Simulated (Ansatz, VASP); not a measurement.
**One calculation of TaCl2F, two programs**

```
Ta Cl F
1.0
     4.49330    0.00000    0.00000
    -2.24665    3.89131    0.00000
     0.00000    0.00000   11.20576
Ta Cl F
2 4 2
Cartesian
  0.0000 2.5942 4.2061
  2.2466 1.2971 9.8090
  0.0000 0.0000 5.3102
  0.0000 0.0000 10.9131
  0.0000 0.0000 8.6907
  0.0000 0.0000 3.0878
  0.0000 2.5942 8.9502
  2.2466 1.2971 3.3473
```

Alike in both runs: task relaxation of cell and atoms; functional PBE; k mesh 3 × 3 × 1; occupations gaussian, width 0.15 eV; no spin polarisation.

```csv
,VASP,Ansatz
version,VASP 6.6.1,Ansatz 0.2.0
potentials or method,"VASP PAW PBE potentials, release 64 (Ta_pv, Cl, F), cutoff 600 eV","scalar-relativistic, plane waves, PAW"
valence electrons in the cell,64,68
```

```tsv
	VASP	Ansatz	Ansatz less VASP
gap on the k mesh at the Fermi level, each at its own relaxed structure (eV)	none	none	-
relaxed volume (Å³/atom)	21.38	21.60	+0.219
relaxed cell length with the largest relative difference (Å)	13.464	13.611	+0.1464
```

A gap of «none» marks a metal or a gap that the smearing closes. VASP's potentials hold 64 valence electrons a cell and Ansatz's 68, so a difference there can come from the potentials and not from the codes.

The k mesh is coarse, so the values compare programs but aren't converged. Spin-orbit coupling is off throughout.
